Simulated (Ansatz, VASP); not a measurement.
## Two plane-wave programs on Cu

File INCAR:

```
PREC = Accurate
ENCUT = 520
EDIFF = 1E-6
ISMEAR = -1
SIGMA = 0.5
LREAL = F
LASPH = T
NELM = 60
ALGO = Fast
ISIF = 2
LWAVE = F
LCHARG = F
GGA = PE
NBANDS = 12
```

The input KPOINTS:

```
Automatic mesh
0
Gamma
  20 20 20
```

The input POSCAR:

```
Cu
1.0
   -1.4427933200      1.4427933200      1.3760814500
    1.4427933200     -1.4427933200      1.3760814500
    1.4427933200      1.4427933200     -1.3760814500
Cu
1
Direct
    0.0000000000      0.0000000000      0.0000000000
```

Input for Ansatz:

```yaml
crystal:
  lattice:
    - [-1.44279332, 1.44279332, 1.37608145]
    - [1.44279332, -1.44279332, 1.37608145]
    - [1.44279332, 1.44279332, -1.37608145]
  atoms:
    - { symbol: Cu, position: [0.0, 0.0, 0.0] }
basis:
  ecutwfc: 420
kpoints:
  mp_grid: { grid: [20, 20, 20] }
hamiltonian:
  xc: pbe
scf:
  occupations: { method: fermi_dirac, width: 0.5 }
output:
  forces: true
  stress: true
  eigenvalues: true
```

Alike in both runs: task single point; functional PBE; k mesh 20 × 20 × 20; occupations fermi-dirac, width 0.5 eV; no spin polarisation.

|  | VASP | Ansatz |
| --- | --- | --- |
| version | VASP 6.6.1 | Ansatz 0.2.0 |
| potentials or method | VASP PAW PBE potentials, release 64 (Cu), cutoff 520 eV | scalar-relativistic, plane waves, PAW |
| valence electrons in the cell | 11 | 19 |

Ansatz gave:

| Property | Result |
| --- | --- |
| gap on the k mesh at the Fermi level (eV) | none |
| pressure (GPa) | 9.5 |
| traceless stress, the component that is largest in VASP (GPa) | 0.04 |

Problem. What did VASP give for the same quantities?

Solution. gap on the k mesh at the Fermi level (eV): none; pressure (GPa): 10.2; traceless stress, the component that is largest in VASP (GPa): 0.06.

A gap of «none» marks a metal or a gap that the smearing closes. The functional is the same, so the differences come from potentials, cutoffs and numerics. VASP's potentials hold 11 valence electrons a cell and Ansatz's 19, so a difference there can come from the potentials and not from the codes.
